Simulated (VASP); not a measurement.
Wanted: the native input for a VASP 6.6.1 run.

```
Task                   : single point
Functional             : PBE
Dispersion             : D3(BJ)
Potentials or basis    : VASP PAW PBE potentials, release 64 (C, O)
Cutoff                 : 520 eV
k mesh                 : 8 × 7 × 1
Occupations            : gaussian, width 0.05 eV
Spin                   : no spin polarisation
Dipole correction      : yes
Further INCAR settings : ALGO = Normal; EDIFF = 1e-07; NBANDS = 37
```

The structure of C11O lies in POSCAR:

```
C11O
1.0
    3.6473242347      0.0000000000      0.0000000000
   -1.6658829406      3.9310150970      0.0000000000
    0.0000000000      0.0000000000     23.1809581692
C O
11 1
Direct
    0.5001799340      0.3333933113      0.1725554212
    0.4998200660      0.6666066887      0.1725554212
    0.5001799340      0.8333933113      0.2257231425
    0.4998200660      0.1666066887      0.2257231425
    0.5000212331      0.3353169669      0.2788716798
    0.4999787669      0.6646830331      0.2788716798
    0.5001286273      0.8366480408      0.3322552327
    0.4998713727      0.1633519592      0.3322552327
    0.4997623703      0.3544335274      0.3809574266
    0.5002376297      0.6455664726      0.3809574266
    0.9997623703      0.8544335274      0.5686114471
    0.9997623703      0.8544335274      0.5190017635
```

These files were run (other wordings do the same):

INCAR

```
PREC     = Accurate       # precision mode
ENCUT    = 520            # plane-wave cutoff, eV
EDIFF    = 1E-7           # SCF threshold, eV
ISMEAR   = 0              # smearing method
SIGMA    = 0.05           # smearing width, eV
LREAL    = F              # projectors in reciprocal space
LASPH    = T              # aspherical terms in the spheres
NELM     = 60             # most SCF steps
ALGO     = Normal         # electronic algorithm
ISIF     = 2              # what is computed and relaxed
LWAVE    = F              # write WAVECAR
LCHARG   = F              # write CHGCAR
LDIPOL   = T            
IDIPOL   = 3            
DIPOL    = 0.5 0.5 0.322
GGA      = PE             # functional
IVDW     = 12             # dispersion correction
NBANDS   = 37             # bands
```

KPOINTS

```
regular mesh
0
Gamma
  8 7 1
```

Potentials or basis: VASP PAW PBE potentials, release 64 (C, O).

Launch:

```sh
$ cat potpaw_PBE.64/C/POTCAR potpaw_PBE.64/O/POTCAR > POTCAR
$ mpirun -np 1 vasp_std > vasp.out
```

Results of the run:

| Item | Value |
| --- | --- |
| Largest force | 6.776 eV/Å |
| Band gap on the k mesh | zero (bands 25 and 26 overlap by 0.74 eV) |
| Dispersion energy per atom | -0.106 eV |

Run time: 7.6 min on 1 thread of Intel(R) Xeon(R) Platinum 8488C (Sapphire Rapids) (shared host), peak memory 0.53 GiB.
